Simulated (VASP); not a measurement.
Crystal: Sn3Se.

```
Sn Se
1.0
     4.74188    0.00000    0.00000
     0.00000    4.74188    0.00000
     0.00000    0.00000    4.74188
Sn Se
3 1
Direct
  0.50000 0.50000 0.00000
  0.50000 0.00000 0.50000
  0.00000 0.50000 0.50000
  0.00000 0.00000 0.00000
```

Base run:

* Program: VASP 6.6.1
* Functional: PBEsol
* Potentials or basis: VASP PAW PBE potentials, release 64 (Sn_d, Se)
* Cutoff: 520 eV
* k mesh: 6 × 6 × 6
* Occupations: fermi-dirac, width 0.05 eV
* Spin: no spin polarisation

Its results: band gap on the k mesh zero (band 24 reaches 9.06 eV, above the bottom of band 25 at 6.77 eV); pressure -2.7 GPa.

The run is repeated on the same cell with these changes: functional from PBEsol to PBE. What comes out?

Band gap on the k mesh zero (band 24 reaches 9.21 eV, above the bottom of band 25 at 6.93 eV); pressure 0.2 GPa.

PBE binds less tightly than PBEsol, so the same cell stands under more pressure.

Caveats: spin-orbit coupling is left out, which moves the levels of the heavy elements; the PAW data sets were made with another functional, which shifts forces and pressure a little (some runs).
